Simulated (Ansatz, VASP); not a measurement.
KBr: VASP beside Ansatz

```
K Br
1.0
     0.00000    3.34189    3.24311
     3.34189    0.00000    3.24311
     3.34189    3.34189    0.00000
K Br
1 1
Cartesian
  0.0000 0.0000 0.0000
  3.3419 3.3419 3.2431
```

Change from the starting cell: strain +0.015 along x and y, -0.015 along z, atoms carried along.

Alike in both runs: task single point; functional r2SCAN; k mesh 6 × 6 × 6; occupations gaussian, width 0.05 eV; no spin polarisation.

```csv
,VASP,Ansatz
version,VASP 6.6.1,Ansatz 0.2.0
potentials or method,"VASP PAW PBE potentials, release 64 (K_sv, Br), cutoff 520 eV","scalar-relativistic, plane waves, PAW"
valence electrons in the cell,16,16
```

```tsv
	VASP	Ansatz	Ansatz less VASP
gap on the k mesh at the Fermi level (eV)	5.04	5.04	-0.002
least direct gap on the mesh (eV)	5.04	5.04	-0.002
pressure (GPa)	0.0	0.0	0.00
traceless stress, the component that is largest in VASP (GPa)	0.72	0.71	-0.008
```

VASP's potentials were made for PBE, not for r2SCAN.
